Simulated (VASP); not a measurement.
Wanted: the native input for a VASP 6.6.1 run.

| Quantity | Value |
| --- | --- |
| Task | single point |
| Functional | PBE |
| Potentials or basis | VASP PAW PBE potentials, release 64 (Hg, Au, Sn_d, Rb_sv) |
| Cutoff | 520 eV |
| k mesh | 4 × 4 × 4 |
| Occupations | methfessel-paxton, width 0.1637 eV |
| Spin | no spin polarisation |
| Dipole correction | no |
| Further INCAR settings | ALGO = Normal; EDIFF = 1e-06; NBANDS = 54 |

The structure of Rb2SnHgAu4 lies in POSCAR:

```
Rb2SnHgAu4
1.0
   -4.0773630000      4.0773630000      3.4201290000
    4.0773630000     -4.0773630000      3.4201290000
    4.0773630000      4.0773630000     -3.4201290000
Hg Au Sn Rb
1 4 1 2
Direct
    0.0000000000      0.0000000000      0.0000000000
    0.4297000000      0.4297000000      0.3422000000
    0.5703000000      0.9125000000      0.0000000000
    0.0875000000      0.0875000000      0.6578000000
    0.9125000000      0.5703000000      0.0000000000
    0.5000000000      0.5000000000      0.0000000000
    0.0000000000      0.5000000000      0.5000000000
    0.5000000000      0.0000000000      0.5000000000
```

One way to write it, as run:

INCAR

```
SYSTEM = Rb2SnHgAu4
ALGO = Normal
EDIFF = 1E-6
ENCUT = 520
GGA = PE
ISIF = 2
ISMEAR = 1
LASPH = .True.
LCHARG = .False.
LREAL = .False.
LWAVE = .False.
NBANDS = 54
NELM = 100
PREC = Accurate
SIGMA = 0.1637
```

KPOINTS

```
k-points
0
Gamma
  4 4 4
  0 0 0
```

Potentials or basis: VASP PAW PBE potentials, release 64 (Hg, Au, Sn_d, Rb_sv).

Run with:

```bash
$ cat potpaw_PBE.64/Hg/POTCAR potpaw_PBE.64/Au/POTCAR potpaw_PBE.64/Sn_d/POTCAR potpaw_PBE.64/Rb_sv/POTCAR > POTCAR
$ mpirun -np 1 vasp_std > vasp.out
```

It gave:

| Property | Result |
| --- | --- |
| Pressure | 6.1 GPa |
| Largest force | 1.701 eV/Å |
| Band gap on the k mesh | zero (bands 44 and 45 overlap by 0.70 eV) |

Caveat: the cell stands under pressure; spin-orbit coupling is left out, which moves the levels of the heavy elements; forces of over 1 eV/Å act on the atoms, so gaps and moduli don't describe the material at rest.

Wall time 110 s on 1 thread of AMD EPYC 9R45 96-Core Processor (Zen 5), on a shared host, peak memory 0.41 GiB.
